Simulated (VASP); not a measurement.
# NaMgF3 (Neighborite) in VASP: a series of runs, part 2 of 3

VASP 6.6.1. The steps go on from the part before.

**3. Single point, LDA**

The input, INCAR:

```
SYSTEM = NaMgF3
PREC = Accurate
ENCUT = 520
EDIFF = 1E-7
ISMEAR = 0
SIGMA = 0.01
LREAL = .False.
LASPH = .True.
NELM = 100
ALGO = Normal
ISIF = 2
LWAVE = .False.
LCHARG = .True.
GGA = CA
LELF = .True.
LVHAR = .True.
NBANDS = 23
```

The input, KPOINTS:

```
regular mesh
0
Gamma
  5 5 5
  0 0 0
```

The input, POSCAR:

```
NaMgF3
1.0
    3.8760000000      0.0000000000      0.0000000000
    0.0000000000      3.8760000000      0.0000000000
    0.0000000000      0.0000000000      3.8760000000
Na Mg F
1 1 3
Direct
    0.0000000000      0.0000000000     -0.0051599587
    0.5000000000      0.5000000000      0.5000000000
    0.5000000000      0.5000000000      0.0000000000
    0.0000000000      0.5000000000      0.5000000000
    0.5000000000      0.0000000000      0.5000000000
```

Potentials or basis: VASP PAW LDA potentials, release 64 (Na_pv, Mg, F).

Run with:

```console
$ cat potpaw_LDA.64/Na_pv/POTCAR potpaw_LDA.64/Mg/POTCAR potpaw_LDA.64/F/POTCAR > POTCAR
$ mpirun -np 1 vasp_std > vasp.out
```

It took 28 s on 1 thread of Intel Xeon Platinum 8375C at 2.90GHz (Ice Lake), shared host; peak memory 0.16 GiB.

It converged, with:

```yaml
Free_energy: -26.7165 eV
Pressure: -3.8 GPa
Largest_force: 0.021 eV/Å
Band_gap_on_the_k_mesh: 5.94 eV, indirect (least direct gap 6.34 eV)
```

Forces on the atoms (eV/Å):
```
Na   0.000  0.000  0.000
Mg   0.000  0.000 -0.021
F    0.000  0.000 -0.009
F    0.000  0.000  0.015
F    0.000  0.000  0.015
```

Levels at points of the mesh, in eV from the valence-band top:
```csv
k point,band 11,band 12,band 13,band 14,band 15,band 16,band 17,band 18,band 19,band 20
"(0.00, 0.00, 0.00)",-0.64,-0.64,-0.40,-0.40,-0.40,5.94,13.39,13.39,13.64,15.60
```

**4. Single point, LDA**

The input, INCAR:

```
PREC = Accurate
ENCUT = 520
EDIFF = 1E-6
ISMEAR = 0
SIGMA = 0.01
LREAL = False
LASPH = True
NELM = 80
ALGO = Normal
ISIF = 2
LWAVE = False
LCHARG = True
LELF = True
LVHAR = True
NBANDS = 23
```

The input, KPOINTS:

```
Automatic mesh
0
Gamma
  5 5 5
```

POSCAR, as its differences from that of step 3:

```diff
@@ -8,3 +8,3 @@
 Direct
-    0.0000000000      0.0000000000     -0.0051599587
+    0.0000000000      0.0000000000     -0.0025799794
     0.5000000000      0.5000000000      0.5000000000
```

Potentials or basis: VASP PAW LDA potentials, release 64 (Na_pv, Mg, F).

Run with:

```console
$ cat potpaw_LDA.64/Na_pv/POTCAR potpaw_LDA.64/Mg/POTCAR potpaw_LDA.64/F/POTCAR > POTCAR
$ mpirun -np 1 vasp_std > vasp.out
```

OUTCAR:

```text
PREC = Accurate
   ENCUT = 520
   EDIFF = 1E-6
   ISMEAR = 0
   LREAL = False
   LASPH = True
   NELM = 80
   ISIF = 2

 ion  position               nearest neighbor table
   1  0.000  0.000  0.997-
   2  0.500  0.500  0.500-   3 1.94   4 1.94   5 1.94   3 1.94   5 1.94   4 1.94
   3  0.500  0.500  0.000-   2 1.94   2 1.94
   4  0.000  0.500  0.500-   2 1.94   2 1.94
   5  0.500  0.000  0.500-   2 1.94   2 1.94

  LATTYP: Found a simple cubic cell.
 ALAT       =     3.8760000000

  Lattice vectors:

 A1 = (   3.8760000000,   0.0000000000,   0.0000000000)
 A2 = (   0.0000000000,   3.8760000000,   0.0000000000)
 A3 = (   0.0000000000,   0.0000000000,   3.8760000000)

Analysis of symmetry for initial positions (statically):
=====================================================================
 Subroutine PRICEL returns:
 Original cell was already a primitive cell.

 Routine SETGRP: Setting up the symmetry group for a
 simple cubic supercell.

 Subroutine GETGRP returns: Found  8 space group operations
 (whereof  8 operations were pure point group operations)
 out of a pool of 48 trial point group operations.

The static configuration has the point symmetry C_4v.

Analysis of symmetry for dynamics (positions and initial velocities):
=====================================================================
 Subroutine PRICEL returns:
 Original cell was already a primitive cell.

 Routine SETGRP: Setting up the symmetry group for a
 simple cubic supercell.

 Subroutine GETGRP returns: Found  8 space group operations
 (whereof  8 operations were pure point group operations)
 out of a pool of 48 trial point group operations.

The dynamic configuration has the point symmetry C_4v.

 Subroutine INISYM returns: Found  8 space group operations
 (whereof  8 operations are pure point group operations),
 and found     1 'primitive' translations

----------------------------------------------------------------------------------------

                                     Primitive cell

  volume of cell :      58.2306

  direct lattice vectors                    reciprocal lattice vectors
     3.876000000  0.000000000  0.000000000     0.257997936  0.000000000  0.000000000
     0.000000000  3.876000000  0.000000000     0.000000000  0.257997936  0.000000000
     0.000000000  0.000000000  3.876000000     0.000000000  0.000000000  0.257997936

  length of vectors
     3.876000000  3.876000000  3.876000000     0.257997936  0.257997936  0.257997936

  position of ions in fractional coordinates (direct lattice)
     0.000000000  0.000000000  0.997420021
     0.500000000  0.500000000  0.500000000
     0.500000000  0.500000000  0.000000000
     0.000000000  0.500000000  0.500000000
     0.500000000  0.000000000  0.500000000

  ion indices of the primitive-cell ions
   primitive index   ion index
                 1           1
                 2           2
                 3           3
                 4           4
                 5           5

----------------------------------------------------------------------------------------

 KPOINTS: Automatic mesh

Automatic generation of k-mesh.
 Grid dimensions read from file:
 generate k-points for:    5    5    5

 Generating k-lattice:

  Cartesian coordinates                     Fractional coordinates (reciprocal lattice)
     0.051599587  0.000000000  0.000000000     0.200000000  0.000000000  0.000000000
     0.000000000  0.051599587  0.000000000     0.000000000  0.200000000  0.000000000
     0.000000000  0.000000000  0.051599587     0.000000000  0.000000000  0.200000000

  Length of vectors
     0.051599587  0.051599587  0.051599587

  Shift w.r.t. Gamma in fractional coordinates (k-lattice)
     0.000000000  0.000000000  0.000000000

 Subroutine IBZKPT returns following result:
 ===========================================

 Found     18 irreducible k-points:

 Following reciprocal coordinates:
            Coordinates               Weight
  0.000000  0.000000  0.000000      1.000000
  0.200000  0.000000  0.000000      4.000000
  0.000000  0.000000  0.200000      2.000000
  0.400000  0.000000  0.000000      4.000000
  0.000000  0.000000  0.400000      2.000000
  0.200000  0.200000  0.000000      4.000000
[... 10 lines left out ...]
  0.200000  0.400000  0.400000     16.000000
  0.400000  0.400000  0.400000      8.000000
   k-points           NKPTS =     18   k-points in BZ     NKDIM =     18   number of bands    NBANDS=     23
   number of dos      NEDOS =    301   number of ions     NIONS =      5
   total plane-waves  NPLWV =  27000
   dimension x,y,z NGX =    30 NGY =   30 NGZ =   30
   dimension x,y,z NGXF=    60 NGYF=   60 NGZF=   60
   ions per type =               1   1   3
   NGX,Y,Z   is equivalent  to a cutoff of  12.87, 12.87, 12.87 a.u.
   NGXF,Y,Z  is equivalent  to a cutoff of  25.73, 25.73, 25.73 a.u.
 SYSTEM =  unknown system
   PREC   = accura    normal or accurate (medium, high low for compatibility)
   ISTART =      0    job   : 0-new  1-cont  2-samecut
   ICHARG =      2    charge: 1-file 2-atom 10-const
   ISPIN  =      1    spin polarized calculation?
   LNONCOLLINEAR =      F non collinear calculations
   LSORBIT =      F    spin-orbit coupling
   LASPH  =      T    aspherical Exc in radial PAW
   ENCUT  =  520.0 eV  38.22 Ry    6.18 a.u.   7.21  7.21  7.21*2*pi/ulx,y,z
   NELM   =     80;   NELMIN=  2; NELMDL= -5     # of ELM steps
   EDIFF  = 0.1E-05   stopping-criterion for ELM
   LREAL  =      F    real-space projection
   EDIFFG = 0.1E-04   stopping-criterion for IOM
   NSW    =      0    number of steps for IOM
   IBRION =     -1    ionic relax: 0-MD 1-quasi-New 2-CG
   NFREE  =      0    steps in history (QN), initial steepest desc. (CG)
   ISIF   =      2    stress and relaxation
   ISYM   =      2    0-nonsym 1-usesym 2-fastsym
   POTIM  = 0.5000    time-step for ionic-motion
   TEBEG  =    0.0;   TEEND  =   0.0 temperature during run
   PSTRESS=    0.0 pullay stress
   NELECT =      30.0000    total number of electrons
   NUPDOWN=      -1.0000    fix difference up-down
   EMIN   =  10.00;   EMAX   =-10.00  energy-range for DOS
   EFERMI =   0.00;   METHOD = LEGACY
   ISMEAR =     0;   SIGMA  =   0.01  broadening in eV -4-tet -1-fermi 0-gaus
   EFERMI_NEDOS =   21; number of points for ismear=-14 and -15
   IALGO  =     38    algorithm
   IMIX   =      4    mixing-type and parameters
     AMIX     =   0.40;   BMIX     =  1.00
     AMIX_MAG =   1.60;   BMIX_MAG =  1.00
  volume/ion in A,a.u.               =      11.65        78.59
  Fermi-wavevector in a.u.,A,eV,Ry     =   1.312396  2.480068 23.434438  1.722383
  Thomas-Fermi vector in A             =   2.442791
   LORBIT       =      0    0 simple, 1 ext, 2 COOP (PROOUT), +10 PAW based schemes
   GGA     = CA    functional components
   LHFCALC =     F    Hartree Fock is set to
   AEXX    =    0.0000 exact exchange contribution
   IVDW    =     0    specifies the selected vdW correction
   LEPSILON=     F    determine dielectric tensor
   LRPA    =     F    only Hartree local field effects (RPA)
 non-spin polarized calculation
 Gauss-broadening in eV      SIGMA  =   0.01
  energy-cutoff  :      520.00
  volume of cell :       58.23
 maximum number of plane-waves:      1594
 NGX is ok and might be reduce to    30
   NGX = 15   NGY = 15   NGZ = 15

 number of electron      30.0000028 magnetization

 Free energy of the ion-electron system (eV)
  ---------------------------------------------------
  ext. energy  EPLUGINS =         0.00000000
  ---------------------------------------------------
  free energy    TOTEN  =       -26.71654104 eV

  energy without entropy =      -26.71654104  energy(sigma->0) =      -26.71654104

 E-fermi :  -1.7630     XC(G=0): -10.1622

 val. band max:       -1.8144649710   @ k =   0.4000   0.4000   0.4000
 cond. band min:       4.1270344776   @ k =   0.0000   0.0000   0.0000
 fundamental gap:      5.9414994486
 Fermi energy:        -1.7630041390

 k-point     1 :       0.0000    0.0000    0.0000
  band No.  band energies     occupation
      1     -21.8188      2.00000
      2     -21.6934      2.00000
      3     -21.6934      2.00000
      4     -21.6933      2.00000
      5     -20.9038      2.00000
      6     -20.9036      2.00000
[... 457 lines left out ...]
     22      12.6505      0.00000
     23      14.5681      0.00000

------------------------ aborting loop because EDIFF is reached ----------------------------------------

  FORCE on cell =-STRESS in cart. coord.  units (eV):
  Direction    XX          YY          ZZ          XY          YZ          ZX
  --------------------------------------------------------------------------------------
  -------------------------------------------------------------------------------------
  Total       -1.3921146     -1.3921146     -1.3920082      0.0000000      0.0000000      0.0000000
  in kB      -38.3031311    -38.3031311    -38.3002027      0.0000000      0.0000000      0.0000000
  external PRESSURE =     -38.3021550 kB  Pullay stress =       0.0000000 kB

 VOLUME and BASIS-vectors are now :
 -----------------------------------------------------------------------------
  energy-cutoff  :      520.00
  volume of cell :       58.23
      direct lattice vectors                 reciprocal lattice vectors
     3.876000000  0.000000000  0.000000000     0.257997936  0.000000000  0.000000000
     0.000000000  3.876000000  0.000000000     0.000000000  0.257997936  0.000000000
     0.000000000  0.000000000  3.876000000     0.000000000  0.000000000  0.257997936

 POSITION                                       TOTAL-FORCE (eV/Angst)
 -----------------------------------------------------------------------------------
      0.00000      0.00000      3.86600         0.000000     -0.000000      0.000339
      1.93800      1.93800      1.93800         0.000000      0.000000     -0.010666
      1.93800      1.93800      0.00000         0.000000     -0.000000     -0.004466
      0.00000      1.93800      1.93800         0.000000      0.000000      0.007396
      1.93800      0.00000      1.93800        -0.000000     -0.000000      0.007396
 -----------------------------------------------------------------------------------
    total drift:                                0.000000      0.000000      0.000305

  FREE ENERGIE OF THE ION-ELECTRON SYSTEM (eV)
  ---------------------------------------------------
  free  energy   TOTEN  =       -26.7165410389 eV

  energy  without entropy=      -26.7165410389  energy(sigma->0) =      -26.71654104
```

stdout:

```text
POSCAR found type information on POSCAR NaMgF
 POSCAR found :  3 types and       5 ions
 scaLAPACK will be used
 LDA part: xc-table for (Slater(with rela. corr.)+CA(PZ))
 , standard interpolation
 POSCAR, INCAR and KPOINTS ok, starting setup
 FFT: planning ... GRIDC
 FFT: planning ... GRID_SOFT
 FFT: planning ... GRID
 WAVECAR not read
 entering main loop
```

Wall time 23 s (1 thread of Intel Xeon Platinum 8375C at 2.90GHz (Ice Lake), shared host); peak memory 0.15 GiB.

What came out:

```yaml
Free_energy: -26.7165 eV
Pressure: -3.8 GPa
Largest_force: 0.011 eV/Å
Band_gap_on_the_k_mesh: 5.94 eV, indirect (least direct gap 6.34 eV)
```

Forces on the atoms (eV/Å):
```
Na   0.000  0.000  0.000
Mg   0.000  0.000 -0.011
F    0.000  0.000 -0.004
F    0.000  0.000  0.007
F    0.000  0.000  0.007
```

A k mesh can miss the band edges. As with any semilocal functional, this LDA gap is likely too small.

(Continued in part 3 of 3.)
